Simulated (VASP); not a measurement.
Set up this calculation in VASP 6.6.1, as the native input.

```yaml
Task: single point
Functional: PBE
Potentials_or_basis: VASP PAW PBE potentials, release 64 (Bi_d)
Cutoff: 520 eV
k_mesh: 9 × 9 × 1
Occupations: gaussian, width 0.02 eV
Spin: no spin polarisation
Dipole_correction: yes
Further_INCAR_settings: ALGO = Normal; EDIFF = 1e-06; NBANDS = 22
```

The structure of Bi lies in POSCAR:

```
Bi
1.0
    4.0700000000      0.0000000000      0.0000000000
   -2.0350000000      3.5247233934      0.0000000000
    0.0000000000      0.0000000000     28.0000000000
Bi
2
Direct
    0.3333333333      0.6666666667      0.5131964286
    0.6666666667      0.3333333333      0.4868035714
```

These files were run (other wordings do the same):

INCAR

```
ALGO     = Normal         # electronic algorithm
DIPOL    = 0.5 0.5 0.500
EDIFF    = 1E-6           # SCF threshold, eV
ENCUT    = 520            # plane-wave cutoff, eV
GGA      = PE             # functional
IDIPOL   = 3            
ISIF     = 2              # what is computed and relaxed
ISMEAR   = 0              # smearing method
LASPH    = T              # aspherical terms in the spheres
LCHARG   = T              # write CHGCAR
LDIPOL   = T            
LELF     = T              # ELF
LREAL    = F              # projectors in reciprocal space
LVACPOTAV= T            
LVHAR    = T            
LWAVE    = F              # write WAVECAR
NBANDS   = 22             # bands
NELM     = 80             # most SCF steps
PREC     = Accurate       # precision mode
SIGMA    = 0.02           # smearing width, eV
```

KPOINTS

```
k-points
0
Gamma
  9 9 1
```

Potentials or basis: VASP PAW PBE potentials, release 64 (Bi_d).

Launch:

```console
$ cat potpaw_PBE.64/Bi_d/POTCAR > POTCAR
$ mpirun -np 1 vasp_std > vasp.out
```

It gave:

* Largest force: 8.000 eV/Å
* Band gap on the k mesh: zero (bands 15 and 16 overlap by 0.77 eV)

Caveat: spin-orbit coupling is left out, which moves the levels of the heavy elements.

Wall time 90 s on 1 thread of AMD EPYC 9R45 96-Core Processor (Zen 5), with other jobs on the host, peak memory 0.44 GiB.
